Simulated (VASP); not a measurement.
# HfTe2W2 (P4mm) in VASP: a series of runs

HfTe2W2 is run at these levels: PBE; tasks: single point, relaxation of cell and atoms.

All numbers are computed with VASP 6.6.1; they aren't measurements. Logs are shortened: lines on timing, memory, paths and dates and some standing lists are left out, and cuts for length are marked.

## 1. The cell of the first run

The structure is tetragonal, space group P4mm (No. 99). The conventional cell has a = 4.077 Å, b = 4.077 Å, c = 7.163 Å, α = 90.00°, β = 90.00°, γ = 90.00°. Within 3.8 Å of Hf (site symmetry 4mm) lie 4 W at 2.88 Å and 4 Te at 3.09 Å. Te (site symmetry 2mm) has 1 W at 2.81 Å and 4 Te at 2.88 Å and 2 Hf at 3.09 Å within 3.7 Å. W (site symmetry 2mm) has 1 Te at 2.81 Å and 2 Hf at 2.88 Å and 4 W at 2.88 Å within 3.7 Å.

## 2. Single point, PBE

Input file INCAR:

```
  PREC = Accurate
  ENCUT = 520
  EDIFF = 1E-6
  ISMEAR = 0
  SIGMA = 0.1
  LREAL = F
  LASPH = T
  NELM = 100
  ALGO = Normal
  ISIF = 2
  LWAVE = F
  LCHARG = T
  GGA = PE
  LELF = T
  LVHAR = T
  NBANDS = 33
```

Input file KPOINTS:

```
regular mesh
0
Gamma
  4 4 2
```

Input file POSCAR:

```
HfTe2W2
1.0
    4.0766258923      0.0000000000      0.0000000000
    0.0000000000      4.0766258923      0.0000000000
    0.0000000000      0.0000000000      7.1633508599
Hf Te W
1 2 2
Direct
    0.5000000000      0.5000000000      0.7885899440
    0.5000000000      0.0000000000      0.4647011962
    0.0000000000      0.5000000000      0.4647011962
    0.5000000000      0.0000000000      0.0717655018
    0.0000000000      0.5000000000      0.0717655018
```

Potentials or basis: VASP PAW PBE potentials, release 64 (Hf_pv, Te, W_sv).

The run is started by

```
$ cat potpaw_PBE.64/Hf_pv/POTCAR potpaw_PBE.64/Te/POTCAR potpaw_PBE.64/W_sv/POTCAR > POTCAR
$ mpirun -np 1 vasp_std > vasp.out
```

OUTCAR:

```text
PREC = Accurate
   ENCUT = 520
   EDIFF = 1E-6
   ISMEAR = 0
   LREAL = F
   LASPH = T
   NELM = 100
   ISIF = 2
   GGA = PE

 ion  position               nearest neighbor table
   1  0.500  0.500  0.789-   4 2.88   5 2.88   4 2.88   5 2.88   2 3.09   2 3.09   3 3.09   3 3.09

   2  0.500  0.000  0.465-   4 2.81   3 2.88   3 2.88   3 2.88   3 2.88   1 3.09   1 3.09
   3  0.000  0.500  0.465-   5 2.81   2 2.88   2 2.88   2 2.88   2 2.88   1 3.09   1 3.09
   4  0.500  0.000  0.072-   2 2.81   1 2.88   1 2.88   5 2.88   5 2.88   5 2.88   5 2.88
   5  0.000  0.500  0.072-   3 2.81   1 2.88   1 2.88   4 2.88   4 2.88   4 2.88   4 2.88

  LATTYP: Found a simple tetragonal cell.
 ALAT       =     4.0766258923
 C/A-ratio  =     1.7571764123

  Lattice vectors:

 A1 = (   4.0766258923,   0.0000000000,   0.0000000000)
 A2 = (   0.0000000000,   4.0766258923,   0.0000000000)
 A3 = (   0.0000000000,   0.0000000000,   7.1633508599)

Analysis of symmetry for initial positions (statically):
=====================================================================
 Subroutine PRICEL returns:
 Original cell was already a primitive cell.

 Routine SETGRP: Setting up the symmetry group for a
 simple tetragonal supercell.

 Subroutine GETGRP returns: Found  8 space group operations
 (whereof  8 operations were pure point group operations)
 out of a pool of 16 trial point group operations.

The static configuration has the point symmetry C_4v.

Analysis of symmetry for dynamics (positions and initial velocities):
=====================================================================
 Subroutine PRICEL returns:
 Original cell was already a primitive cell.

 Routine SETGRP: Setting up the symmetry group for a
 simple tetragonal supercell.

 Subroutine GETGRP returns: Found  8 space group operations
 (whereof  8 operations were pure point group operations)
 out of a pool of 16 trial point group operations.

The dynamic configuration has the point symmetry C_4v.

 Subroutine INISYM returns: Found  8 space group operations
 (whereof  8 operations are pure point group operations),
 and found     1 'primitive' translations

----------------------------------------------------------------------------------------

                                     Primitive cell

  volume of cell :     119.0469

  direct lattice vectors                    reciprocal lattice vectors
     4.076625892  0.000000000  0.000000000     0.245300900  0.000000000  0.000000000
     0.000000000  4.076625892  0.000000000     0.000000000  0.245300900  0.000000000
     0.000000000  0.000000000  7.163350860     0.000000000  0.000000000  0.139599472

  length of vectors
     4.076625892  4.076625892  7.163350860     0.245300900  0.245300900  0.139599472

  position of ions in fractional coordinates (direct lattice)
     0.500000000  0.500000000  0.788589944
     0.500000000  0.000000000  0.464701196
     0.000000000  0.500000000  0.464701196
     0.500000000  0.000000000  0.071765502
     0.000000000  0.500000000  0.071765502

  ion indices of the primitive-cell ions
   primitive index   ion index
                 1           1
                 2           2
                 3           3
                 4           4
                 5           5

----------------------------------------------------------------------------------------

 KPOINTS: regular mesh

Automatic generation of k-mesh.
 Grid dimensions read from file:
 generate k-points for:    4    4    2

 Generating k-lattice:

  Cartesian coordinates                     Fractional coordinates (reciprocal lattice)
     0.061325225  0.000000000  0.000000000     0.250000000  0.000000000  0.000000000
     0.000000000  0.061325225  0.000000000     0.000000000  0.250000000  0.000000000
     0.000000000  0.000000000  0.069799736     0.000000000  0.000000000  0.500000000

  Length of vectors
     0.061325225  0.061325225  0.069799736

  Shift w.r.t. Gamma in fractional coordinates (k-lattice)
     0.000000000  0.000000000  0.000000000

 Subroutine IBZKPT returns following result:
 ===========================================

 Found     12 irreducible k-points:

 Following reciprocal coordinates:
            Coordinates               Weight
  0.000000  0.000000  0.000000      1.000000
  0.250000  0.000000  0.000000      4.000000
  0.500000  0.000000  0.000000      2.000000
  0.250000  0.250000  0.000000      4.000000
  0.500000  0.250000  0.000000      4.000000
  0.500000  0.500000  0.000000      1.000000
  0.000000  0.000000  0.500000      1.000000
  0.250000  0.000000  0.500000      4.000000
  0.500000  0.000000  0.500000      2.000000
  0.250000  0.250000  0.500000      4.000000
  0.500000  0.250000  0.500000      4.000000
  0.500000  0.500000  0.500000      1.000000
   k-points           NKPTS =     12   k-points in BZ     NKDIM =     12   number of bands    NBANDS=     33
   number of dos      NEDOS =    301   number of ions     NIONS =      5
   total plane-waves  NPLWV =  48600
   dimension x,y,z NGX =    30 NGY =   30 NGZ =   54
   dimension x,y,z NGXF=    60 NGYF=   60 NGZF=  108
   ions per type =               1   2   2
   NGX,Y,Z   is equivalent  to a cutoff of  12.23, 12.23, 12.53 a.u.
   NGXF,Y,Z  is equivalent  to a cutoff of  24.47, 24.47, 25.06 a.u.
 SYSTEM =  unknown system
   PREC   = accura    normal or accurate (medium, high low for compatibility)
   ISTART =      0    job   : 0-new  1-cont  2-samecut
   ICHARG =      2    charge: 1-file 2-atom 10-const
   ISPIN  =      1    spin polarized calculation?
   LNONCOLLINEAR =      F non collinear calculations
   LSORBIT =      F    spin-orbit coupling
   LASPH  =      T    aspherical Exc in radial PAW
   ENCUT  =  520.0 eV  38.22 Ry    6.18 a.u.   7.58  7.58 13.32*2*pi/ulx,y,z
   NELM   =    100;   NELMIN=  2; NELMDL= -5     # of ELM steps
   EDIFF  = 0.1E-05   stopping-criterion for ELM
   LREAL  =      F    real-space projection
   EDIFFG = 0.1E-04   stopping-criterion for IOM
   NSW    =      0    number of steps for IOM
   IBRION =     -1    ionic relax: 0-MD 1-quasi-New 2-CG
   NFREE  =      0    steps in history (QN), initial steepest desc. (CG)
   ISIF   =      2    stress and relaxation
   ISYM   =      2    0-nonsym 1-usesym 2-fastsym
   POTIM  = 0.5000    time-step for ionic-motion
   TEBEG  =    0.0;   TEEND  =   0.0 temperature during run
   PSTRESS=    0.0 pullay stress
   NELECT =      50.0000    total number of electrons
   NUPDOWN=      -1.0000    fix difference up-down
   EMIN   =  10.00;   EMAX   =-10.00  energy-range for DOS
   EFERMI =   0.00;   METHOD = LEGACY
   ISMEAR =     0;   SIGMA  =   0.10  broadening in eV -4-tet -1-fermi 0-gaus
   EFERMI_NEDOS =   21; number of points for ismear=-14 and -15
   IALGO  =     38    algorithm
   IMIX   =      4    mixing-type and parameters
     AMIX     =   0.40;   BMIX     =  1.00
     AMIX_MAG =   1.60;   BMIX_MAG =  1.00
  volume/ion in A,a.u.               =      23.81       160.67
  Fermi-wavevector in a.u.,A,eV,Ry     =   1.226005  2.316813 20.450752  1.503088
  Thomas-Fermi vector in A             =   2.361022
   LORBIT       =      0    0 simple, 1 ext, 2 COOP (PROOUT), +10 PAW based schemes
   GGA     = PE    functional components
   LHFCALC =     F    Hartree Fock is set to
   AEXX    =    0.0000 exact exchange contribution
   IVDW    =     0    specifies the selected vdW correction
   LEPSILON=     F    determine dielectric tensor
   LRPA    =     F    only Hartree local field effects (RPA)
 non-spin polarized calculation
 Gauss-broadening in eV      SIGMA  =   0.10
  energy-cutoff  :      520.00
  volume of cell :      119.05
 maximum number of plane-waves:      3235
   NGX = 15   NGY = 15   NGZ = 27

 number of electron      50.0000007 magnetization

 Free energy of the ion-electron system (eV)
  ---------------------------------------------------
  ext. energy  EPLUGINS =         0.00000000
  ---------------------------------------------------
  free energy    TOTEN  =       -37.65135281 eV

  energy without entropy =      -37.62121598  energy(sigma->0) =      -37.63628440

 E-fermi :   7.7363     XC(G=0): -10.9395

 val. band max:        7.7108958428   @ k =   0.2500   0.2500   0.5000
 cond. band min:       7.7599949409   @ k =   0.5000   0.0000   0.0000
 fundamental gap:      0.0490990980
 Fermi energy:         7.7362889022

 k-point     1 :       0.0000    0.0000    0.0000
  band No.  band energies     occupation
      1     -66.2081      2.00000
      2     -66.1484      2.00000
      3     -30.5497      2.00000
      4     -30.5497      2.00000
      5     -30.4434      2.00000
      6     -30.3277      2.00000
[... 25 lines left out ...]
     32      10.7424      0.00000
     33      11.0107      0.00000

 k-point     2 :       0.2500    0.0000    0.0000
  band No.  band energies     occupation
      1     -66.1993      2.00000
      2     -66.1571      2.00000
      3     -30.4878      2.00000
      4     -30.4824      2.00000
      5     -30.4266      2.00000
      6     -30.3448      2.00000
[... 25 lines left out ...]
     32      10.4660      0.00000
     33      10.8328      0.00000

 k-point     3 :       0.5000    0.0000    0.0000
  band No.  band energies     occupation
      1     -66.1782      2.00000
      2     -66.1782      2.00000
      3     -30.3867      2.00000
      4     -30.3855      2.00000
      5     -30.3299      2.00000
      6     -30.3263      2.00000
[... 25 lines left out ...]
     32      10.7023      0.00000
     33      10.8450      0.00000

 k-point     4 :       0.2500    0.2500    0.0000
  band No.  band energies     occupation
      1     -66.1931      2.00000
      2     -66.1632      2.00000
      3     -30.5822      2.00000
      4     -30.4147      2.00000
      5     -30.3570      2.00000
      6     -30.3506      2.00000
[... 241 lines left out ...]
     32      10.7786      0.00000
     33      10.7999      0.00000

 k-point    11 :       0.5000    0.2500    0.5000
  band No.  band energies     occupation
      1     -66.1781      2.00000
      2     -66.1781      2.00000
      3     -30.5340      2.00000
      4     -30.5241      2.00000
      5     -30.3863      2.00000
      6     -30.3854      2.00000
[... 25 lines left out ...]
     32      10.4747      0.00000
     33      10.5639      0.00000

 k-point    12 :       0.5000    0.5000    0.5000
  band No.  band energies     occupation
      1     -66.1781      2.00000
      2     -66.1781      2.00000
      3     -30.6205      2.00000
      4     -30.6079      2.00000
      5     -30.3858      2.00000
      6     -30.3858      2.00000
[... 25 lines left out ...]
     32      11.7686      0.00000
     33      11.8003      0.00000

------------------------ aborting loop because EDIFF is reached ----------------------------------------

  FORCE on cell =-STRESS in cart. coord.  units (eV):
  Direction    XX          YY          ZZ          XY          YZ          ZX
  --------------------------------------------------------------------------------------
  -------------------------------------------------------------------------------------
  Total        0.0361954      0.0361954     -0.3267244      0.0000000      0.0000000      0.0000000
  in kB        0.4871318      0.4871318     -4.3971796      0.0000000      0.0000000      0.0000000
  external PRESSURE =      -1.1409720 kB  Pullay stress =       0.0000000 kB

 VOLUME and BASIS-vectors are now :
 -----------------------------------------------------------------------------
  energy-cutoff  :      520.00
  volume of cell :      119.05
      direct lattice vectors                 reciprocal lattice vectors
     4.076625892  0.000000000  0.000000000     0.245300900  0.000000000  0.000000000
     0.000000000  4.076625892  0.000000000     0.000000000  0.245300900  0.000000000
     0.000000000  0.000000000  7.163350860     0.000000000  0.000000000  0.139599472

 POSITION                                       TOTAL-FORCE (eV/Angst)
 -----------------------------------------------------------------------------------
      2.03831      2.03831      5.64895         0.000000      0.000000      0.064235
      2.03831      0.00000      3.32882         0.000000      0.000000      0.005144
      0.00000      2.03831      3.32882        -0.000000      0.000000      0.005144
      2.03831      0.00000      0.51408         0.000000      0.000000     -0.037262
      0.00000      2.03831      0.51408         0.000000     -0.000000     -0.037262
 -----------------------------------------------------------------------------------
    total drift:                                0.000000      0.000000     -0.000388

  FREE ENERGIE OF THE ION-ELECTRON SYSTEM (eV)
  ---------------------------------------------------
  free  energy   TOTEN  =       -37.6513528137 eV

  energy  without entropy=      -37.6212159831  energy(sigma->0) =      -37.63628440
```

Run time: 24 s. Hardware: 1 thread of Intel Xeon 6975P-C (Granite Rapids), shared host; peak memory 0.24 GiB.

What came out:

```
Free energy            : -37.6514 eV
Pressure               : -0.1 GPa
Largest force          : 0.064 eV/Å
Band gap on the k mesh : zero (band 25 reaches 9.05 eV, above the bottom of band 26 at 7.08 eV)
```

Forces in eV/Å, atoms in the order of the input:
```
Hf   0.000  0.000  0.064
Te   0.000  0.000  0.005
Te   0.000  0.000  0.005
W    0.000  0.000 -0.037
W    0.000  0.000 -0.037
```

Caveat: the k points lie up to 0.44 Å⁻¹ apart; spin-orbit coupling is left out, which moves the levels of the heavy elements.

(Continued in part 2 of 3.)
